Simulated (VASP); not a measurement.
# Si (P6/mmm) in VASP: notebook

The runs below take Si through single point, with r2SCAN.

Everything below comes from runs of VASP 6.6.1. Logs are shortened: lines on timing, memory, paths and dates and some standing lists are left out, and cuts for length are marked.

**1. The cell of the first run**

Symmetry: P6/mmm, No. 191, hexagonal system. The conventional cell has a = 2.752 Å, b = 2.752 Å, c = 2.405 Å, α = 90.00°, β = 90.00°, γ = 120.00°. Within 3.2 Å of Si (site symmetry 6/mmm) lie 8 Si at 2.40 to 2.75 Å.

**2. Single point, r2SCAN (strain +0.050 along x and y, -0.025 along z)**

Contents of POSCAR:

```
Si
1.0
    2.7515699556      0.0000000000      0.0000000000
   -1.3757849778      2.3829294819      0.0000000000
    0.0000000000      0.0000000000      2.4046955302
Si
1
Direct
    0.0000000000      0.0000000000      0.0000000000
```

Contents of INCAR.step1:

```
SYSTEM = Si
PREC     = Accurate       ! precision mode
ENCUT    = 520            ! plane-wave cutoff, eV
ISMEAR   = 0              ! smearing method
SIGMA    = 0.15           ! smearing width, eV
LREAL    = .FALSE.        ! projectors in reciprocal space
LASPH    = .TRUE.         ! aspherical terms in the spheres
NELM     = 100            ! most SCF steps
NBANDS   = 8              ! bands
GGA      = PE             ! functional
ALGO     = Normal         ! electronic algorithm
EDIFF    = 1E-4           ! SCF threshold, eV
LWAVE    = .TRUE.         ! write WAVECAR
LCHARG   = .FALSE.        ! write CHGCAR
```

Contents of INCAR.step2:

```
SYSTEM = Si
PREC     = Accurate       ! precision mode
ENCUT    = 520            ! plane-wave cutoff, eV
EDIFF    = 1E-6           ! SCF threshold, eV
ISMEAR   = 0              ! smearing method
SIGMA    = 0.15           ! smearing width, eV
LREAL    = .FALSE.        ! projectors in reciprocal space
LASPH    = .TRUE.         ! aspherical terms in the spheres
NELM     = 100            ! most SCF steps
ALGO     = Normal         ! electronic algorithm
ISIF     = 2              ! what is computed and relaxed
LWAVE    = .FALSE.        ! write WAVECAR
LCHARG   = .FALSE.        ! write CHGCAR
METAGGA  = R2SCAN         ! meta-GGA
LMIXTAU  = .TRUE.       
NBANDS   = 8              ! bands
ISTART   = 1
```

Contents of KPOINTS:

```
Automatic mesh
0
G
  24 24 20
  0 0 0
```

Potentials or basis: VASP PAW PBE potentials, release 64 (Si).

Run with:

```bash
> cat potpaw_PBE.64/Si/POTCAR > POTCAR
> cp INCAR.step1 INCAR
> mpirun -np 1 vasp_std > vasp.out
> cp INCAR.step2 INCAR
> mpirun -np 1 vasp_std > vasp.out
```

OUTCAR:

```text
SYSTEM = Si
   PREC = Accurate
   ENCUT = 520
   EDIFF = 1E-6
   ISMEAR = 0
   LREAL = .FALSE.
   LASPH = .TRUE.
   NELM = 100
   ISIF = 2
   METAGGA = R2SCAN
   ISTART = 1

 ion  position               nearest neighbor table
   1  0.000  0.000  0.000-

  LATTYP: Found a hexagonal cell.
 ALAT       =     2.7515699556
 C/A-ratio  =     0.8739358145

  Lattice vectors:

 A1 = (   2.7515699556,   0.0000000000,   0.0000000000)
 A2 = (  -1.3757849778,   2.3829294819,   0.0000000000)
 A3 = (   0.0000000000,   0.0000000000,   2.4046955302)

Analysis of symmetry for initial positions (statically):
=====================================================================
 Subroutine PRICEL returns:
 Original cell was already a primitive cell.

 Routine SETGRP: Setting up the symmetry group for a
 hexagonal supercell.

 Subroutine GETGRP returns: Found 24 space group operations
 (whereof 24 operations were pure point group operations)
 out of a pool of 24 trial point group operations.

The static configuration has the point symmetry D_6h.

Analysis of symmetry for dynamics (positions and initial velocities):
=====================================================================
 Subroutine PRICEL returns:
 Original cell was already a primitive cell.

 Routine SETGRP: Setting up the symmetry group for a
 hexagonal supercell.

 Subroutine GETGRP returns: Found 24 space group operations
 (whereof 24 operations were pure point group operations)
 out of a pool of 24 trial point group operations.

The dynamic configuration has the point symmetry D_6h.

 Subroutine INISYM returns: Found 24 space group operations
 (whereof 24 operations are pure point group operations),
 and found     1 'primitive' translations

----------------------------------------------------------------------------------------

                                     Primitive cell

  volume of cell :      15.7671

  direct lattice vectors                    reciprocal lattice vectors
     2.751569956  0.000000000  0.000000000     0.363428885  0.209825764  0.000000000
    -1.375784978  2.382929482  0.000000000     0.000000000  0.419651529  0.000000000
     0.000000000  0.000000000  2.404695530     0.000000000  0.000000000  0.415853062

  length of vectors
     2.751569956  2.751569956  2.404695530     0.419651529  0.419651529  0.415853062

  position of ions in fractional coordinates (direct lattice)
     0.000000000  0.000000000  0.000000000

  ion indices of the primitive-cell ions
   primitive index   ion index
                 1           1

----------------------------------------------------------------------------------------

 KPOINTS: Automatic mesh

Automatic generation of k-mesh.
 Grid dimensions read from file:
 generate k-points for:   24   24   20

 Generating k-lattice:

  Cartesian coordinates                     Fractional coordinates (reciprocal lattice)
     0.015142870  0.008742740  0.000000000     0.041666667 -0.000000000  0.000000000
     0.000000000  0.017485480  0.000000000     0.000000000  0.041666667  0.000000000
     0.000000000  0.000000000  0.020792653     0.000000000  0.000000000  0.050000000

  Length of vectors
     0.017485480  0.017485480  0.020792653

  Shift w.r.t. Gamma in fractional coordinates (k-lattice)
     0.000000000  0.000000000  0.000000000

 Subroutine IBZKPT returns following result:
 ===========================================

 Found    671 irreducible k-points:

 Following reciprocal coordinates:
            Coordinates               Weight
  0.000000  0.000000  0.000000      1.000000
  0.041667  0.000000  0.000000      6.000000
  0.083333  0.000000  0.000000      6.000000
  0.125000 -0.000000  0.000000      6.000000
  0.166667  0.000000  0.000000      6.000000
  0.208333  0.000000  0.000000      6.000000
[... 16 lines left out ...]
  0.416667  0.041667  0.000000     12.000000
  0.458333  0.041667  0.000000     12.000000
 [... further k-points ...]
   k-points           NKPTS =    671   k-points in BZ     NKDIM =    671   number of bands    NBANDS=      8
   number of dos      NEDOS =    301   number of ions     NIONS =      1
   total plane-waves  NPLWV =   7200
   dimension x,y,z NGX =    20 NGY =   20 NGZ =   18
   dimension x,y,z NGXF=    40 NGYF=   40 NGZF=   36
   ions per type =               1
   NGX,Y,Z   is equivalent  to a cutoff of  12.08, 12.08, 12.44 a.u.
   NGXF,Y,Z  is equivalent  to a cutoff of  24.17, 24.17, 24.89 a.u.
 SYSTEM =  Si
   PREC   = accura    normal or accurate (medium, high low for compatibility)
   ISTART =      1    job   : 0-new  1-cont  2-samecut
   ICHARG =      0    charge: 1-file 2-atom 10-const
   ISPIN  =      1    spin polarized calculation?
   LNONCOLLINEAR =      F non collinear calculations
   LSORBIT =      F    spin-orbit coupling
   LASPH  =      T    aspherical Exc in radial PAW
   ENCUT  =  520.0 eV  38.22 Ry    6.18 a.u.   5.12  5.12  4.47*2*pi/ulx,y,z
   NELM   =    100;   NELMIN=  2; NELMDL=  0     # of ELM steps
   EDIFF  = 0.1E-05   stopping-criterion for ELM
   LREAL  =      F    real-space projection
   EDIFFG = 0.1E-04   stopping-criterion for IOM
   NSW    =      0    number of steps for IOM
   IBRION =     -1    ionic relax: 0-MD 1-quasi-New 2-CG
   NFREE  =      0    steps in history (QN), initial steepest desc. (CG)
   ISIF   =      2    stress and relaxation
   ISYM   =      2    0-nonsym 1-usesym 2-fastsym
   POTIM  = 0.5000    time-step for ionic-motion
   TEBEG  =    0.0;   TEEND  =   0.0 temperature during run
   PSTRESS=    0.0 pullay stress
   NELECT =       4.0000    total number of electrons
   NUPDOWN=      -1.0000    fix difference up-down
   EMIN   =  10.00;   EMAX   =-10.00  energy-range for DOS
   EFERMI =   0.00;   METHOD = LEGACY
   ISMEAR =     0;   SIGMA  =   0.15  broadening in eV -4-tet -1-fermi 0-gaus
   EFERMI_NEDOS =   21; number of points for ismear=-14 and -15
   IALGO  =     38    algorithm
   IMIX   =      4    mixing-type and parameters
     AMIX     =   0.40;   BMIX     =  1.00
     AMIX_MAG =   1.60;   BMIX_MAG =  1.00
  volume/ion in A,a.u.               =      15.77       106.40
  Fermi-wavevector in a.u.,A,eV,Ry     =   1.036361  1.958437 14.613245  1.074043
  Thomas-Fermi vector in A             =   2.170748
   LORBIT       =      0    0 simple, 1 ext, 2 COOP (PROOUT), +10 PAW based schemes
   METAGGA = R2SCAN    functional components
   LHFCALC =     F    Hartree Fock is set to
   AEXX    =    0.0000 exact exchange contribution
   IVDW    =     0    specifies the selected vdW correction
   LEPSILON=     F    determine dielectric tensor
   LRPA    =     F    only Hartree local field effects (RPA)
 non-spin polarized calculation
 Gauss-broadening in eV      SIGMA  =   0.15
  energy-cutoff  :      520.00
  volume of cell :       15.77
 maximum number of plane-waves:       441
   NGX = 11   NGY = 11   NGZ =  9

 number of electron       4.0000000 magnetization

 Free energy of the ion-electron system (eV)
  ---------------------------------------------------
  ext. energy  EPLUGINS =         0.00000000
  ---------------------------------------------------
  free energy    TOTEN  =        -8.28724091 eV

  energy without entropy =       -8.28393526  energy(sigma->0) =       -8.28558808

 E-fermi :   8.8325     XC(G=0): -11.3528

 val. band max:        8.8284789491   @ k =   0.4167   0.1667   0.1500
 cond. band min:       8.8413131477   @ k =   0.2917   0.2083   0.2500
 fundamental gap:      0.0128341986
 Fermi energy:         8.8325149280

 k-point     1 :       0.0000    0.0000    0.0000
  band No.  band energies     occupation
      1      -5.4609      2.00000
      2      17.0819      0.00000
      3      17.6497      0.00000
      4      17.6497      0.00000
      5      19.1454      0.00000
      6      20.7438      0.00000
      7      20.7438      0.00000
      8      26.2007      0.00000

 k-point     2 :       0.0417    0.0000    0.0000
  band No.  band energies     occupation
      1      -5.4144      2.00000
      2      16.2954      0.00000
      3      17.3922      0.00000
      4      18.0757      0.00000
      5      19.1839      0.00000
      6      20.6604      0.00000
      7      21.0837      0.00000
      8      26.7085      0.00000

 k-point     3 :       0.0833    0.0000    0.0000
  band No.  band energies     occupation
      1      -5.2752      2.00000
      2      15.0440      0.00000
      3      16.8228      0.00000
      4      18.2011      0.00000
      5      19.2992      0.00000
      6      20.6959      0.00000
      7      21.8998      0.00000
      8      27.9737      0.00000

 k-point     4 :       0.1250   -0.0000    0.0000
  band No.  band energies     occupation
      1      -5.0436      2.00000
      2      13.6207      0.00000
      3      16.1760      0.00000
      4      17.8842      0.00000
      5      19.4908      0.00000
      6      21.0566      0.00000
      7      22.9566      0.00000
      8      29.4182      0.00000

 k-point     5 :       0.1667    0.0000    0.0000
  band No.  band energies     occupation
      1      -4.7200      2.00000
      2      12.1167      0.00000
      3      15.5465      0.00000
      4      17.3948      0.00000
      5      19.7579      0.00000
      6      21.5937      0.00000
      7      24.1572      0.00000
      8      30.3337      0.00000

 k-point     6 :       0.2083    0.0000    0.0000
  band No.  band energies     occupation
      1      -4.3052      2.00000
      2      10.5926      0.00000
      3      14.9689      0.00000
      4      16.8870      0.00000
      5      20.0989      0.00000
      6      22.2049      0.00000
      7      25.4628      0.00000
      8      31.1237      0.00000

 k-point     7 :       0.2500   -0.0000    0.0000
  band No.  band energies     occupation
      1      -3.8003      2.00000
      2       9.0872      0.01633
      3      14.4578      0.00000
      4      16.4154      0.00000
      5      20.5113      0.00000
      6      22.8619      0.00000
      7      26.8527      0.00000
      8      31.5835      0.00000
[... 133 lines left out ...]
 k-point    20 :       0.2917    0.0417    0.0000
  band No.  band energies     occupation
      1      -2.8443      2.00000
      2       6.9436      2.00000
      3      13.0756      0.00000
      4      16.6050      0.00000
      5      21.2808      0.00000
      6      23.8892      0.00000
      7      28.8430      0.00000
      8      29.9214      0.00000

 k-point    21 :       0.3333    0.0417    0.0000
  band No.  band energies     occupation
      1      -2.1251      2.00000
      2       5.5793      2.00000
      3      12.7425      0.00000
      4      16.3082      0.00000
      5      21.8438      0.00000
      6      24.6412      0.00000
      7      28.8678      0.00000
      8      30.2988      0.00000

 k-point    22 :       0.3750    0.0417    0.0000
  band No.  band energies     occupation
      1      -1.3313      2.00000
      2       4.2967      2.00000
      3      12.4924      0.00000
      4      16.0814      0.00000
      5      22.4365      0.00000
      6      25.3829      0.00000
      7      27.8967      0.00000
      8      31.5480      0.00000

 k-point    23 :       0.4167    0.0417    0.0000
  band No.  band energies     occupation
      1      -0.4886      2.00000
      2       3.1260      2.00000
      3      12.3255      0.00000
      4      15.9284      0.00000
      5      23.0033      0.00000
      6      26.0460      0.00000
      7      27.0730      0.00000
      8      31.1816      0.00000

 k-point    24 :       0.4583    0.0417    0.0000
  band No.  band energies     occupation
      1       0.2723      2.00000
      2       2.2006      2.00000
      3      12.2420      0.00000
      4      15.8514      0.00000
      5      23.4026      0.00000
      6      26.4788      0.00000
      7      26.5440      0.00000
      8      30.7333      0.00000

 [... further k-points ...]

------------------------ aborting loop because EDIFF is reached ----------------------------------------

  FORCE on cell =-STRESS in cart. coord.  units (eV):
  Direction    XX          YY          ZZ          XY          YZ          ZX
  --------------------------------------------------------------------------------------
  -------------------------------------------------------------------------------------
  Total       -0.7852508     -0.7852508      0.4369758      0.0000000      0.0000000      0.0000000
  in kB      -79.7934324    -79.7934324     44.4033922      0.0000000      0.0000000      0.0000000
  external PRESSURE =     -38.3944908 kB  Pullay stress =       0.0000000 kB

 VOLUME and BASIS-vectors are now :
 -----------------------------------------------------------------------------
  energy-cutoff  :      520.00
  volume of cell :       15.77
      direct lattice vectors                 reciprocal lattice vectors
     2.751569956  0.000000000  0.000000000     0.363428885  0.209825764  0.000000000
    -1.375784978  2.382929482  0.000000000     0.000000000  0.419651529  0.000000000
     0.000000000  0.000000000  2.404695530     0.000000000  0.000000000  0.415853062

 POSITION                                       TOTAL-FORCE (eV/Angst)
 -----------------------------------------------------------------------------------
      0.00000      0.00000      0.00000         0.000000      0.000000      0.000000
 -----------------------------------------------------------------------------------
    total drift:                                0.000000      0.000000      0.000000

  FREE ENERGIE OF THE ION-ELECTRON SYSTEM (eV)
  ---------------------------------------------------
  free  energy   TOTEN  =        -8.2872409086 eV

  energy  without entropy=       -8.2839352551  energy(sigma->0) =       -8.28558808
```

Wall time 2.1 min (1 thread of Intel Xeon Platinum 8375C at 2.90GHz (Ice Lake), shared host); peak memory 0.17 GiB.

What came out:

```
Free energy            : -8.2872 eV
Pressure               : -3.8 GPa
Band gap on the k mesh : zero (band 2 reaches 17.08 eV, above the bottom of band 3 at 4.15 eV)
```

Stress tensor (GPa, compression positive):
```
-7.98  0.00  0.00
 0.00 -7.98  0.00
 0.00  0.00  4.44
```

Levels at points of the mesh, in eV from the Fermi level:
```csv
k point,band 1,band 2,band 3,band 4,band 5,band 6,band 7
"(0.00, 0.00, 0.00)",-14.29,8.25,8.82,8.82,10.31,11.91,11.91
"(0.50, 0.00, 0.00)",-8.44,-6.84,4.18,6.19,14.61,17.60,17.70
"(0.00, 0.00, 0.50)",-8.52,-7.04,13.26,13.26,15.40,15.40,15.52
"(0.50, 0.00, 0.50)",-2.72,-2.29,-1.61,2.06,8.64,11.91,12.64
```

Caveat: the cell differs from its parent crystal (strain +0.050 along x and y, -0.025 along z); the PAW data sets were made with another functional, which shifts forces and pressure a little.

(Part 1 of 2 ends here.)
